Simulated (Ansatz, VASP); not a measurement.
## Two plane-wave programs on TiB2

```xyz
3
Lattice="3.0232 0.0000 0.0000 -1.5116 2.6182 0.0000 0.0000 0.0000 3.2268" Properties=species:S:1:pos:R:3 pbc="T T T"
Ti    0.0000    0.0000    0.0000
B     0.0000    1.7454    1.6134
B     1.5116    0.8727    1.6134
```

Alike in both runs: task single point; functional HSE06; k mesh 6 × 6 × 6; occupations fermi-dirac, width 0.02 eV; no spin polarisation.

```csv
,VASP,Ansatz
version,VASP 6.6.1,Ansatz 0.2.0
potentials or method,"VASP PAW PBE potentials, release 64 (Ti_sv, B)","plane waves, PAW"
plane-wave cutoff (eV),520,420
valence electrons in the cell,18,18
```

```tsv
	VASP	Ansatz	Ansatz less VASP
pressure (GPa)	-3.3	-3.3	-0.02
traceless stress, the component that is largest in VASP (GPa)	-2.19	-2.21	-0.021
```

The functional is the same, so the differences come from potentials, cutoffs and numerics. Ansatz's warnings: filled band counts differ across k points, stress exchange threshold loose, stress scf threshold loose.

The k mesh is coarse, so the values compare programs but aren't converged.
